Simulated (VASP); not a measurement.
# Al (Fm-3m) in VASP: notebook, part 2 of 2

VASP 6.6.1. Earlier steps stand in the parts before.

## 3. Single point, r2SCAN

This run uses another cell than the first one, of 15.89 Å³/atom.

Input file POSCAR:

```
Al
1.0
    0.0000000000      1.9954661600      1.9954661600
    1.9954661600      0.0000000000      1.9954661600
    1.9954661600      1.9954661600      0.0000000000
Al
1
Direct
    0.0000000000      0.0000000000      0.0000000000
```

Input file INCAR.step1:

```
PREC = Accurate
ENCUT = 550
ISMEAR = 0
SIGMA = 0.1
LREAL = F
LASPH = T
NELM = 120
NBANDS = 8
GGA = PE
ALGO = Normal
EDIFF = 1E-5
LWAVE = T
LCHARG = F
GGA_COMPAT = F
```

Input file INCAR.step2:

```
PREC = Accurate
ENCUT = 550
EDIFF = 1E-6
ISMEAR = 0
SIGMA = 0.1
LREAL = F
LASPH = T
NELM = 120
ALGO = Normal
ISIF = 2
LWAVE = F
LCHARG = F
METAGGA = R2SCAN
LMIXTAU = T
NBANDS = 8
ISTART = 1
GGA_COMPAT = F
```

Input file KPOINTS:

```
Automatic mesh
0
Gamma
  18 18 18
```

Potentials or basis: VASP PAW PBE potentials, release 64 (Al).

The run is started by

```bash
cat potpaw_PBE.64/Al/POTCAR > POTCAR
cp INCAR.step1 INCAR
mpirun -np 1 vasp_std > vasp.out
cp INCAR.step2 INCAR
mpirun -np 1 vasp_std > vasp.out
```

OUTCAR:

```text
PREC = Accurate
   ENCUT = 550
   EDIFF = 1E-6
   ISMEAR = 0
   LREAL = F
   LASPH = T
   NELM = 120
   ISIF = 2
   METAGGA = R2SCAN
   ISTART = 1

 ion  position               nearest neighbor table
   1  0.000  0.000  0.000-

  LATTYP: Found a face centered cubic cell.
 ALAT       =     3.9909323200

  Lattice vectors:

 A1 = (   0.0000000000,   1.9954661600,   1.9954661600)
 A2 = (   1.9954661600,   0.0000000000,   1.9954661600)
 A3 = (   1.9954661600,   1.9954661600,   0.0000000000)

Analysis of symmetry for initial positions (statically):
=====================================================================
 Subroutine PRICEL returns:
 Original cell was already a primitive cell.

 Routine SETGRP: Setting up the symmetry group for a
 face centered cubic supercell.

 Subroutine GETGRP returns: Found 48 space group operations
 (whereof 48 operations were pure point group operations)
 out of a pool of 48 trial point group operations.

The static configuration has the point symmetry O_h .

Analysis of symmetry for dynamics (positions and initial velocities):
=====================================================================
 Subroutine PRICEL returns:
 Original cell was already a primitive cell.

 Routine SETGRP: Setting up the symmetry group for a
 face centered cubic supercell.

 Subroutine GETGRP returns: Found 48 space group operations
 (whereof 48 operations were pure point group operations)
 out of a pool of 48 trial point group operations.

The dynamic configuration has the point symmetry O_h .

 Subroutine INISYM returns: Found 48 space group operations
 (whereof 48 operations are pure point group operations),
 and found     1 'primitive' translations

----------------------------------------------------------------------------------------

                                     Primitive cell

  volume of cell :      15.8914

  direct lattice vectors                    reciprocal lattice vectors
     0.000000000  1.995466160  1.995466160    -0.250568018  0.250568018  0.250568018
     1.995466160  0.000000000  1.995466160     0.250568018 -0.250568018  0.250568018
     1.995466160  1.995466160  0.000000000     0.250568018  0.250568018 -0.250568018

  length of vectors
     2.822015307  2.822015307  2.822015307     0.433996537  0.433996537  0.433996537

  position of ions in fractional coordinates (direct lattice)
     0.000000000  0.000000000  0.000000000

  ion indices of the primitive-cell ions
   primitive index   ion index
                 1           1

----------------------------------------------------------------------------------------

 KPOINTS: Automatic mesh

Automatic generation of k-mesh.
 Grid dimensions read from file:
 generate k-points for:   18   18   18

 Generating k-lattice:

  Cartesian coordinates                     Fractional coordinates (reciprocal lattice)
    -0.013920445  0.013920445  0.013920445     0.055555556  0.000000000  0.000000000
     0.013920445 -0.013920445  0.013920445     0.000000000  0.055555556  0.000000000
     0.013920445  0.013920445 -0.013920445     0.000000000  0.000000000  0.055555556

  Length of vectors
     0.024110919  0.024110919  0.024110919

  Shift w.r.t. Gamma in fractional coordinates (k-lattice)
     0.000000000  0.000000000  0.000000000

 Subroutine IBZKPT returns following result:
 ===========================================

 Found    195 irreducible k-points:

 Following reciprocal coordinates:
            Coordinates               Weight
  0.000000  0.000000  0.000000      1.000000
  0.055556  0.000000  0.000000      8.000000
  0.111111  0.000000  0.000000      8.000000
  0.166667  0.000000  0.000000      8.000000
  0.222222  0.000000  0.000000      8.000000
  0.277778  0.000000  0.000000      8.000000
[... 16 lines left out ...]
 -0.277778  0.055556  0.000000     24.000000
 -0.222222  0.055556  0.000000     24.000000
 [... further k-points ...]
   k-points           NKPTS =    195   k-points in BZ     NKDIM =    195   number of bands    NBANDS=      8
   number of dos      NEDOS =    301   number of ions     NIONS =      1
   total plane-waves  NPLWV =  13824
   dimension x,y,z NGX =    24 NGY =   24 NGZ =   24
   dimension x,y,z NGXF=    48 NGYF=   48 NGZF=   48
   ions per type =               1
   NGX,Y,Z   is equivalent  to a cutoff of  14.14, 14.14, 14.14 a.u.
   NGXF,Y,Z  is equivalent  to a cutoff of  28.28, 28.28, 28.28 a.u.
 SYSTEM =  unknown system
   PREC   = accura    normal or accurate (medium, high low for compatibility)
   ISTART =      1    job   : 0-new  1-cont  2-samecut
   ICHARG =      0    charge: 1-file 2-atom 10-const
   ISPIN  =      1    spin polarized calculation?
   LNONCOLLINEAR =      F non collinear calculations
   LSORBIT =      F    spin-orbit coupling
   LASPH  =      T    aspherical Exc in radial PAW
   ENCUT  =  550.0 eV  40.42 Ry    6.36 a.u.   5.40  5.40  5.40*2*pi/ulx,y,z
   NELM   =    120;   NELMIN=  2; NELMDL=  0     # of ELM steps
   EDIFF  = 0.1E-05   stopping-criterion for ELM
   LREAL  =      F    real-space projection
[... 7 lines left out ...]
   TEBEG  =    0.0;   TEEND  =   0.0 temperature during run
   PSTRESS=    0.0 pullay stress
   NELECT =       3.0000    total number of electrons
   NUPDOWN=      -1.0000    fix difference up-down
   EMIN   =  10.00;   EMAX   =-10.00  energy-range for DOS
   EFERMI =   0.00;   METHOD = LEGACY
   ISMEAR =     0;   SIGMA  =   0.10  broadening in eV -4-tet -1-fermi 0-gaus
   EFERMI_NEDOS =   21; number of points for ismear=-14 and -15
   IALGO  =     38    algorithm
   IMIX   =      4    mixing-type and parameters
     AMIX     =   0.40;   BMIX     =  1.00
     AMIX_MAG =   1.60;   BMIX_MAG =  1.00
  volume/ion in A,a.u.               =      15.89       107.24
  Fermi-wavevector in a.u.,A,eV,Ry     =   0.939134  1.774706 11.999966  0.881973
  Thomas-Fermi vector in A             =   2.066416
   LORBIT       =      0    0 simple, 1 ext, 2 COOP (PROOUT), +10 PAW based schemes
   METAGGA = R2SCAN    functional components
   LHFCALC =     F    Hartree Fock is set to
   AEXX    =    0.0000 exact exchange contribution
   IVDW    =     0    specifies the selected vdW correction
   LEPSILON=     F    determine dielectric tensor
   LRPA    =     F    only Hartree local field effects (RPA)
 non-spin polarized calculation
 Gauss-broadening in eV      SIGMA  =   0.10
  energy-cutoff  :      550.00
  volume of cell :       15.89
 maximum number of plane-waves:       483
 NGX is ok and might be reduce to    24
   NGX = 11   NGY = 11   NGZ = 11

 number of electron       3.0000000 magnetization

 Free energy of the ion-electron system (eV)
  ---------------------------------------------------
  ext. energy  EPLUGINS =         0.00000000
  ---------------------------------------------------
  free energy    TOTEN  =        -6.73695807 eV

  energy without entropy =       -6.73442088  energy(sigma->0) =       -6.73568948

 E-fermi :   8.4171     XC(G=0): -11.0462

 val. band max:        8.4042485228   @ k =  -0.3333   0.4444   0.1111
 cond. band min:       8.4540298628   @ k =  -0.3333   0.3889   0.0556
 fundamental gap:      0.0497813400
 Fermi energy:         8.4170788329

 k-point     1 :       0.0000    0.0000    0.0000
  band No.  band energies     occupation
      1      -3.6931      2.00000
      2      21.9499      0.00000
      3      21.9499      0.00000
      4      21.9499      0.00000
      5      24.1595      0.00000
      6      24.1596      0.00000
      7      24.1596      0.00000
      8      26.0504      0.00000

 k-point     2 :       0.0556    0.0000    0.0000
  band No.  band energies     occupation
      1      -3.6018      2.00000
      2      20.4194      0.00000
      3      21.6943      0.00000
      4      21.6944      0.00000
      5      24.5614      0.00000
      6      24.5614      0.00000
      7      24.6117      0.00000
      8      27.0620      0.00000
[... 221 lines left out ...]
 k-point    23 :      -0.2778    0.0556    0.0000
  band No.  band energies     occupation
      1      -1.0373      2.00000
      2      10.4086      0.00000
      3      18.3856      0.00000
      4      21.4964      0.00000
      5      22.4945      0.00000
      6      24.0400      0.00000
      7      24.7605      0.00000
      8      28.7708      0.00000

 k-point    24 :      -0.2222    0.0556    0.0000
  band No.  band energies     occupation
      1      -1.9069      2.00000
      2      12.5835      0.00000
      3      18.5614      0.00000
      4      21.6377      0.00000
      5      23.5735      0.00000
      6      24.7072      0.00000
      7      25.2314      0.00000
      8      27.5780      0.00000

 [... further k-points ...]

------------------------ aborting loop because EDIFF is reached ----------------------------------------

  FORCE on cell =-STRESS in cart. coord.  units (eV):
  Direction    XX          YY          ZZ          XY          YZ          ZX
  --------------------------------------------------------------------------------------
  -------------------------------------------------------------------------------------
  Total       -0.0244917     -0.0244917     -0.0244917      0.0000000      0.0000000      0.0000000
  in kB       -2.4692534     -2.4692534     -2.4692534      0.0000000      0.0000000      0.0000000
  external PRESSURE =      -2.4692534 kB  Pullay stress =       0.0000000 kB

 VOLUME and BASIS-vectors are now :
 -----------------------------------------------------------------------------
  energy-cutoff  :      550.00
  volume of cell :       15.89
      direct lattice vectors                 reciprocal lattice vectors
     0.000000000  1.995466160  1.995466160    -0.250568018  0.250568018  0.250568018
     1.995466160  0.000000000  1.995466160     0.250568018 -0.250568018  0.250568018
     1.995466160  1.995466160  0.000000000     0.250568018  0.250568018 -0.250568018

 POSITION                                       TOTAL-FORCE (eV/Angst)
 -----------------------------------------------------------------------------------
      0.00000      0.00000      0.00000        -0.000000      0.000000      0.000000
 -----------------------------------------------------------------------------------
    total drift:                               -0.000000      0.000000     -0.000000

  FREE ENERGIE OF THE ION-ELECTRON SYSTEM (eV)
  ---------------------------------------------------
  free  energy   TOTEN  =        -6.7369580745 eV

  energy  without entropy=       -6.7344208786  energy(sigma->0) =       -6.73568948
```

OUTCAR.step1:

```text
PREC = Accurate
   ENCUT = 550
   ISMEAR = 0
   LREAL = F
   LASPH = T
[... 480 lines left out ...]

 POSITION                                       TOTAL-FORCE (eV/Angst)
 -----------------------------------------------------------------------------------
      0.00000      0.00000      0.00000         0.000000      0.000000      0.000000
 -----------------------------------------------------------------------------------
    total drift:                                0.000000      0.000000     -0.000000

  FREE ENERGIE OF THE ION-ELECTRON SYSTEM (eV)
  ---------------------------------------------------
  free  energy   TOTEN  =        -3.7389313408 eV

  energy  without entropy=       -3.7359644720  energy(sigma->0) =       -3.73744791
```

Run time: 2.2 min. Hardware: 1 thread of AMD EPYC 7R43 (Zen 3), shared host; peak memory 0.11 GiB.

What came out:

| Quantity | Value |
| --- | --- |
| Free energy | -6.7370 eV |
| Pressure | -0.2 GPa |
| Band gap on the k mesh | zero (an odd number of electrons rules out a gap without spin polarisation) |

Caveat: the PAW data sets were made with another functional, which shifts forces and pressure a little.
